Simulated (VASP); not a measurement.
## TaN: single point with revPBE

TaN:

```
Ta N
1.0
     0.00000    2.17427    2.17427
     2.17427    0.00000    2.17427
     2.17427    2.17427    0.00000
Ta N
1 1
Direct
  0.50000 0.50000 0.50000
  0.00000 0.00000 0.00000
```

```
Program                : VASP 6.6.1
Task                   : single point
Functional             : revPBE
Potentials or basis    : VASP PAW PBE potentials, release 64 (Ta_pv, N)
Cutoff                 : 520 eV
k mesh                 : 16 × 16 × 16
Occupations            : tetrahedron
Spin                   : no spin polarisation
Dipole correction      : no
Further INCAR settings : ALGO = Normal; EDIFF = 1e-06; NBANDS = 15
```

```
Pressure               : 22.2 GPa
Band gap on the k mesh : zero (band 8 reaches 12.03 eV, above the bottom of band 9 at 7.82 eV)
```

Levels at points of the mesh, in eV from the Fermi level:
```
           k point  band 5  band 6  band 7  band 8  band 9  band 10  band 11  band 12
(0.00, 0.00, 0.00)   -3.93   -3.93   -3.93   -2.19   -2.19    -2.19     0.09     0.09
(0.50, 0.00, 0.00)  -10.66   -7.83   -7.83    2.02    2.02     2.12     3.92     7.92
(0.50, 0.50, 0.00)   -6.73   -5.70   -4.73   -4.73    2.24     3.75     3.75     4.89
```

Run time: 18 s on 1 thread of AMD EPYC 9R45 (Zen 5), with other jobs on the host, peak memory 0.15 GiB.

Caveat: the PAW data sets were made with another functional, which shifts forces and pressure a little; spin-orbit coupling is left out, which moves the levels of the heavy elements.
